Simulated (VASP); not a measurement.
A run of VASP 6.6.1 is set up as follows.

Contents of INCAR:

```
  PREC = Accurate
  ENCUT = 520
  EDIFF = 1E-7
  ISMEAR = 1
  SIGMA = 0.01
  LREAL = False
  LASPH = True
  NELM = 150
  ALGO = Normal
  ISIF = 2
  LWAVE = False
  LCHARG = True
  LNONCOLLINEAR = True
  MAGMOM = 0 0 0
  LORBIT = 11
  LSORBIT = True
  GGA_COMPAT = False
  LORBMOM = True
  LMAXMIX = 4
  LDAU = True
  LDAUTYPE = 2
  LDAUL = 2
  LDAUU = 8
  LDAUJ = 0
  LDAUPRINT = 1
  LVHAR = True
  NBANDS = 25
```

File KPOINTS:

```
regular mesh
0
Gamma
  11 11 11
```

POSCAR

```
W
1.0
    0.0000000000      2.0163754284      2.0163754284
    2.0163754284      0.0000000000      2.0163754284
    2.0163754284      2.0163754284      0.0000000000
W
1
Direct
    0.0000000000      0.0000000000      0.0000000000
```

Potentials or basis: VASP PAW LDA potentials, release 64 (W_sv).

Launch:

```bash
$ cat potpaw_LDA.64/W_sv/POTCAR > POTCAR
$ mpirun -np 1 vasp_ncl > vasp.out
```

(1) What does it give for the pressure?

(2) Predict the net moment.

Answers

(1) 24.6 GPa.

(2) 0.00 μB per cell.

Caveat: the cell stands under pressure; the U is typed as a test and isn't derived for this compound.
